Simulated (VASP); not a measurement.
# Be3PbO (Pm-3m) in VASP: a series of runs

Be3PbO is run at these levels: PBE; tasks: single point, relaxation of cell and atoms.

Everything below comes from runs of VASP 6.6.1. Logs are shortened: lines on timing, memory, paths and dates and some standing lists are left out, and cuts for length are marked.

## Step 1: The cell of the first run

It takes space group Pm-3m (No. 221, cubic). Conventional cell: a = 3.875 Å, b = 3.875 Å, c = 3.875 Å, α = 90.00°, β = 90.00°, γ = 90.00°. Within 2.6 Å of Be (site symmetry 4/mmm) lie 2 O at 1.94 Å. Pb (site symmetry m-3m) has 12 Be at 2.74 Å and 8 O at 3.36 Å within 3.6 Å. Within 2.6 Å of O (site symmetry m-3m) lie 6 Be at 1.94 Å.

## Step 2: Single point, PBE

Contents of INCAR:

```
ALGO     = Normal         # electronic algorithm
EDIFF    = 1E-6           # SCF threshold, eV
ENCUT    = 520            # plane-wave cutoff, eV
GGA      = PE             # functional
ISIF     = 2              # what is computed and relaxed
ISMEAR   = 0              # smearing method
LASPH    = True           # aspherical terms in the spheres
LCHARG   = False          # write CHGCAR
LREAL    = False          # projectors in reciprocal space
LWAVE    = False          # write WAVECAR
NBANDS   = 21             # bands
NELM     = 80             # most SCF steps
PREC     = Accurate       # precision mode
SIGMA    = 0.1            # smearing width, eV
```

Contents of KPOINTS:

```
k-points
0
Gamma
  10 10 10
```

Contents of POSCAR:

```
Be3PbO
1.0
    3.8746443882      0.0000000000      0.0000000000
    0.0000000000      3.8746443882      0.0000000000
    0.0000000000      0.0000000000      3.8746443882
Be Pb O
3 1 1
Direct
    0.0000000000      0.5000000000      0.5000000000
    0.5000000000      0.0000000000      0.5000000000
    0.5000000000      0.5000000000      0.0000000000
    0.0000000000      0.0000000000      0.0000000000
    0.5000000000      0.5000000000      0.5000000000
```

Potentials or basis: VASP PAW PBE potentials, release 64 (Be, Pb_d, O).

Started as:

```sh
$ cat potpaw_PBE.64/Be/POTCAR potpaw_PBE.64/Pb_d/POTCAR potpaw_PBE.64/O/POTCAR > POTCAR
$ mpirun -np 1 vasp_std > vasp.out
```

OUTCAR:

```text
EDIFF = 1E-6
   ENCUT = 520
   GGA = PE
   ISIF = 2
   ISMEAR = 0
   LASPH = True
   LREAL = False
   NELM = 80
   PREC = Accurate

 ion  position               nearest neighbor table
   1  0.000  0.500  0.500-   5 1.94   5 1.94   4 2.74   4 2.74   4 2.74   4 2.74
   2  0.500  0.000  0.500-   5 1.94   5 1.94   4 2.74   4 2.74   4 2.74   4 2.74
   3  0.500  0.500  0.000-   5 1.94   5 1.94   4 2.74   4 2.74   4 2.74   4 2.74
   4  0.000  0.000  0.000-   1 2.74   2 2.74   3 2.74   1 2.74   2 2.74   1 2.74   3 2.74   1 2.74
                             2 2.74   3 2.74   2 2.74   3 2.74
   5  0.500  0.500  0.500-   1 1.94   2 1.94   3 1.94   3 1.94   2 1.94   1 1.94

  LATTYP: Found a simple cubic cell.
 ALAT       =     3.8746443882

  Lattice vectors:

 A1 = (   3.8746443882,   0.0000000000,   0.0000000000)
 A2 = (   0.0000000000,   3.8746443882,   0.0000000000)
 A3 = (   0.0000000000,   0.0000000000,   3.8746443882)

Analysis of symmetry for initial positions (statically):
=====================================================================
 Subroutine PRICEL returns:
 Original cell was already a primitive cell.

 Routine SETGRP: Setting up the symmetry group for a
 simple cubic supercell.

 Subroutine GETGRP returns: Found 48 space group operations
 (whereof 48 operations were pure point group operations)
 out of a pool of 48 trial point group operations.

The static configuration has the point symmetry O_h .

Analysis of symmetry for dynamics (positions and initial velocities):
=====================================================================
 Subroutine PRICEL returns:
 Original cell was already a primitive cell.

 Routine SETGRP: Setting up the symmetry group for a
 simple cubic supercell.

 Subroutine GETGRP returns: Found 48 space group operations
 (whereof 48 operations were pure point group operations)
 out of a pool of 48 trial point group operations.

The dynamic configuration has the point symmetry O_h .

 Subroutine INISYM returns: Found 48 space group operations
 (whereof 48 operations are pure point group operations),
 and found     1 'primitive' translations

----------------------------------------------------------------------------------------

                                     Primitive cell

  volume of cell :      58.1695

  direct lattice vectors                    reciprocal lattice vectors
     3.874644388  0.000000000  0.000000000     0.258088201  0.000000000  0.000000000
     0.000000000  3.874644388  0.000000000     0.000000000  0.258088201  0.000000000
     0.000000000  0.000000000  3.874644388     0.000000000  0.000000000  0.258088201

  length of vectors
     3.874644388  3.874644388  3.874644388     0.258088201  0.258088201  0.258088201

  position of ions in fractional coordinates (direct lattice)
     0.000000000  0.500000000  0.500000000
     0.500000000  0.000000000  0.500000000
     0.500000000  0.500000000  0.000000000
     0.000000000  0.000000000  0.000000000
     0.500000000  0.500000000  0.500000000

  ion indices of the primitive-cell ions
   primitive index   ion index
                 1           1
                 2           2
                 3           3
                 4           4
                 5           5

----------------------------------------------------------------------------------------

 KPOINTS: k-points

Automatic generation of k-mesh.
 Grid dimensions read from file:
 generate k-points for:   10   10   10

 Generating k-lattice:

  Cartesian coordinates                     Fractional coordinates (reciprocal lattice)
     0.025808820  0.000000000  0.000000000     0.100000000  0.000000000  0.000000000
     0.000000000  0.025808820  0.000000000     0.000000000  0.100000000  0.000000000
     0.000000000  0.000000000  0.025808820     0.000000000  0.000000000  0.100000000

  Length of vectors
     0.025808820  0.025808820  0.025808820

  Shift w.r.t. Gamma in fractional coordinates (k-lattice)
     0.000000000  0.000000000  0.000000000

 Subroutine IBZKPT returns following result:
 ===========================================

 Found     56 irreducible k-points:

 Following reciprocal coordinates:
            Coordinates               Weight
  0.000000  0.000000  0.000000      1.000000
  0.100000  0.000000  0.000000      6.000000
  0.200000  0.000000  0.000000      6.000000
  0.300000  0.000000  0.000000      6.000000
  0.400000  0.000000  0.000000      6.000000
  0.500000  0.000000  0.000000      3.000000
[... 16 lines left out ...]
  0.200000  0.100000  0.100000     24.000000
  0.300000  0.100000  0.100000     24.000000
 [... further k-points ...]
   k-points           NKPTS =     56   k-points in BZ     NKDIM =     56   number of bands    NBANDS=     21
   number of dos      NEDOS =    301   number of ions     NIONS =      5
   total plane-waves  NPLWV =  27000
   dimension x,y,z NGX =    30 NGY =   30 NGZ =   30
   dimension x,y,z NGXF=    60 NGYF=   60 NGZF=   60
   ions per type =               3   1   1
   NGX,Y,Z   is equivalent  to a cutoff of  12.87, 12.87, 12.87 a.u.
   NGXF,Y,Z  is equivalent  to a cutoff of  25.74, 25.74, 25.74 a.u.
 SYSTEM =  unknown system
   PREC   = accura    normal or accurate (medium, high low for compatibility)
   ISTART =      0    job   : 0-new  1-cont  2-samecut
   ICHARG =      2    charge: 1-file 2-atom 10-const
   ISPIN  =      1    spin polarized calculation?
   LNONCOLLINEAR =      F non collinear calculations
   LSORBIT =      F    spin-orbit coupling
   LASPH  =      T    aspherical Exc in radial PAW
   ENCUT  =  520.0 eV  38.22 Ry    6.18 a.u.   7.20  7.20  7.20*2*pi/ulx,y,z
   NELM   =     80;   NELMIN=  2; NELMDL= -5     # of ELM steps
   EDIFF  = 0.1E-05   stopping-criterion for ELM
   LREAL  =      F    real-space projection
   EDIFFG = 0.1E-04   stopping-criterion for IOM
   NSW    =      0    number of steps for IOM
   IBRION =     -1    ionic relax: 0-MD 1-quasi-New 2-CG
   NFREE  =      0    steps in history (QN), initial steepest desc. (CG)
   ISIF   =      2    stress and relaxation
   ISYM   =      2    0-nonsym 1-usesym 2-fastsym
   POTIM  = 0.5000    time-step for ionic-motion
   TEBEG  =    0.0;   TEEND  =   0.0 temperature during run
   PSTRESS=    0.0 pullay stress
   NELECT =      26.0000    total number of electrons
   NUPDOWN=      -1.0000    fix difference up-down
   EMIN   =  10.00;   EMAX   =-10.00  energy-range for DOS
   EFERMI =   0.00;   METHOD = LEGACY
   ISMEAR =     0;   SIGMA  =   0.10  broadening in eV -4-tet -1-fermi 0-gaus
   EFERMI_NEDOS =   21; number of points for ismear=-14 and -15
   IALGO  =     38    algorithm
   IMIX   =      4    mixing-type and parameters
     AMIX     =   0.40;   BMIX     =  1.00
     AMIX_MAG =   1.60;   BMIX_MAG =  1.00
  volume/ion in A,a.u.               =      11.63        78.51
  Fermi-wavevector in a.u.,A,eV,Ry     =   1.251701  2.365373 21.317017  1.566757
  Thomas-Fermi vector in A             =   2.385637
   LORBIT       =      0    0 simple, 1 ext, 2 COOP (PROOUT), +10 PAW based schemes
   GGA     = PE    functional components
   LHFCALC =     F    Hartree Fock is set to
   AEXX    =    0.0000 exact exchange contribution
   IVDW    =     0    specifies the selected vdW correction
   LEPSILON=     F    determine dielectric tensor
   LRPA    =     F    only Hartree local field effects (RPA)
 non-spin polarized calculation
 Gauss-broadening in eV      SIGMA  =   0.10
  energy-cutoff  :      520.00
  volume of cell :       58.17
 maximum number of plane-waves:      1596
 NGX is ok and might be reduce to    30
   NGX = 15   NGY = 15   NGZ = 15

 number of electron      26.0000002 magnetization

 Free energy of the ion-electron system (eV)
  ---------------------------------------------------
  ext. energy  EPLUGINS =         0.00000000
  ---------------------------------------------------
  free energy    TOTEN  =       -19.71267632 eV

  energy without entropy =      -19.70777842  energy(sigma->0) =      -19.71022737

 E-fermi :   8.5581     XC(G=0): -10.9153

 val. band max:        8.5425841968   @ k =   0.5000   0.4000   0.2000
 cond. band min:       8.5760038306   @ k =   0.5000   0.4000   0.1000
 fundamental gap:      0.0334196338
 Fermi energy:         8.5581494499

 k-point     1 :       0.0000    0.0000    0.0000
  band No.  band energies     occupation
      1     -12.4894      2.00000
      2      -8.5613      2.00000
      3      -8.5613      2.00000
      4      -8.4423      2.00000
      5      -8.4423      2.00000
      6      -8.4423      2.00000
[... 13 lines left out ...]
     20      18.1581      0.00000
     21      18.1583      0.00000

 k-point     2 :       0.1000    0.0000    0.0000
  band No.  band energies     occupation
      1     -12.4845      2.00000
      2      -8.5611      2.00000
      3      -8.5492      2.00000
      4      -8.4490      2.00000
      5      -8.4490      2.00000
      6      -8.4419      2.00000
[... 13 lines left out ...]
     20      17.7668      0.00000
     21      17.7672      0.00000

 k-point     3 :       0.2000    0.0000    0.0000
  band No.  band energies     occupation
      1     -12.4718      2.00000
      2      -8.5605      2.00000
      3      -8.5177      2.00000
      4      -8.4663      2.00000
      5      -8.4663      2.00000
      6      -8.4407      2.00000
[... 13 lines left out ...]
     20      17.3535      0.00000
     21      17.3557      0.00000
[... 457 lines left out ...]
 k-point    23 :       0.2000    0.1000    0.1000
  band No.  band energies     occupation
      1     -12.4659      2.00000
      2      -8.5417      2.00000
      3      -8.5101      2.00000
      4      -8.4717      2.00000
      5      -8.4689      2.00000
      6      -8.4531      2.00000
[... 13 lines left out ...]
     20      15.7250      0.00000
     21      17.6220      0.00000

 k-point    24 :       0.3000    0.1000    0.1000
  band No.  band energies     occupation
      1     -12.4530      2.00000
      2      -8.5408      2.00000
      3      -8.4929      2.00000
      4      -8.4862      2.00000
      5      -8.4706      2.00000
      6      -8.4513      2.00000
[... 13 lines left out ...]
     20      15.7230      0.00000
     21      17.1005      0.00000

 [... further k-points ...]
[... 5 lines left out ...]
  --------------------------------------------------------------------------------------
  -------------------------------------------------------------------------------------
  Total       -0.0003720     -0.0003720     -0.0003720      0.0000000      0.0000000     -0.0000000
  in kB       -0.0102450     -0.0102450     -0.0102450      0.0000000      0.0000000     -0.0000000
  external PRESSURE =      -0.0102450 kB  Pullay stress =       0.0000000 kB

 VOLUME and BASIS-vectors are now :
 -----------------------------------------------------------------------------
  energy-cutoff  :      520.00
  volume of cell :       58.17
      direct lattice vectors                 reciprocal lattice vectors
     3.874644388  0.000000000  0.000000000     0.258088201  0.000000000  0.000000000
     0.000000000  3.874644388  0.000000000     0.000000000  0.258088201  0.000000000
     0.000000000  0.000000000  3.874644388     0.000000000  0.000000000  0.258088201

 POSITION                                       TOTAL-FORCE (eV/Angst)
 -----------------------------------------------------------------------------------
      0.00000      1.93732      1.93732         0.000000      0.000000      0.000000
      1.93732      0.00000      1.93732         0.000000      0.000000      0.000000
      1.93732      1.93732      0.00000         0.000000      0.000000      0.000000
      0.00000      0.00000      0.00000         0.000000      0.000000      0.000000
      1.93732      1.93732      1.93732         0.000000      0.000000      0.000000
 -----------------------------------------------------------------------------------
    total drift:                                0.000000      0.000000      0.000000

  FREE ENERGIE OF THE ION-ELECTRON SYSTEM (eV)
  ---------------------------------------------------
  free  energy   TOTEN  =       -19.7126763212 eV

  energy  without entropy=      -19.7077784249  energy(sigma->0) =      -19.71022737
```

Run time: 58 s. Hardware: 1 thread of AMD EPYC 7R43 (Zen 3), shared host; peak memory 0.18 GiB.

Results:

```yaml
Free_energy: -19.7127 eV
Pressure: 0.0 GPa
Band_gap_on_the_k_mesh: zero (band 13 reaches 8.67 eV, above the bottom of band 14 at 8.46 eV)
```

Caveat: spin-orbit coupling is left out, which moves the levels of the heavy elements.

## Step 3: Relaxation of cell and atoms, PBE

This run uses another cell than the first one, of 11.61 Å³/atom, 0.998 times its volume.

Contents of INCAR:

```
PREC = Accurate
ENCUT = 600
EDIFF = 1E-7
ISMEAR = 0
SIGMA = 0.1
LREAL = False
LASPH = True
NELM = 80
ALGO = Normal
ISIF = 3
LWAVE = False
LCHARG = False
GGA = PE
IBRION = 2
NSW = 100
EDIFFG = -0.005
```

Contents of KPOINTS:

```
Automatic mesh
0
Gamma
  10 10 10
```

POSCAR, as its differences from that of step 2:

```diff
@@ -2,5 +2,5 @@
 1.0
-    3.8746443882      0.0000000000      0.0000000000
-    0.0000000000      3.8746443882      0.0000000000
-    0.0000000000      0.0000000000      3.8746443882
+    3.8716401679      0.0000000000      0.0000000000
+    0.0000000000      3.8716401679      0.0000000000
+    0.0000000000      0.0000000000      3.8716401679
 Be Pb O
```

Potentials or basis: VASP PAW PBE potentials, release 64 (Be, Pb_d, O).

Started as:

```sh
$ cat potpaw_PBE.64/Be/POTCAR potpaw_PBE.64/Pb_d/POTCAR potpaw_PBE.64/O/POTCAR > POTCAR
$ mpirun -np 1 vasp_std > vasp.out
```

Wall time 89 s (1 thread of AMD EPYC 7R43 (Zen 3), shared host); peak memory 0.2 GiB.

The run converged. Its results:

| Item | Value |
| --- | --- |
| Free energy | -19.7152 eV |
| Relaxed volume | 11.63 Å³/atom |
| Relaxed cell | a = 3.874 Å, b = 3.874 Å, c = 3.874 Å, α = 90.00°, β = 90.00°, γ = 90.00° |
| Space group after relaxing (to 0.05 Å) | Pm-3m (No. 221) |
| Energy gained by relaxing | 0.0 meV/atom |
| Ionic steps | 2 |
| Pressure after relaxing | 0.0 GPa |
| Band gap on the k mesh | zero (band 13 reaches 8.68 eV, above the bottom of band 14 at 8.47 eV) |

Final structure:
```yaml
crystal:
  lattice:
    - [3.87436, 0.00000, 0.00000]
    - [0.00000, 3.87436, 0.00000]
    - [0.00000, 0.00000, 3.87436]
  atoms:
    - { symbol: Be, position: [0.00000, 0.50000, 0.50000] }
    - { symbol: Be, position: [0.50000, 0.00000, 0.50000] }
    - { symbol: Be, position: [0.50000, 0.50000, 0.00000] }
    - { symbol: Pb, position: [0.00000, 0.00000, 0.00000] }
    - { symbol: O, position: [0.50000, 0.50000, 0.50000] }
```

Levels at points of the mesh, in eV from the Fermi level:
| k point | band 10 | band 11 | band 12 | band 13 | band 14 | band 15 | band 16 | band 17 |
| --- | --- | --- | --- | --- | --- | --- | --- | --- |
| (0.00, 0.00, 0.00) | -7.87 | -0.62 | -0.62 | -0.62 | 0.61 | 0.61 | 2.77 | 3.90 |
| (0.50, 0.00, 0.00) | -5.99 | -5.83 | -1.05 | -1.05 | 1.52 | 2.04 | 3.17 | 3.17 |
| (0.50, 0.50, 0.00) | -7.23 | -2.79 | -2.79 | -0.79 | 1.90 | 1.90 | 2.20 | 2.20 |
| (0.50, 0.50, 0.50) | -7.58 | -5.33 | -5.33 | -5.33 | 2.38 | 2.38 | 2.38 | 3.03 |

Caveat: spin-orbit coupling is left out, which moves the levels of the heavy elements.
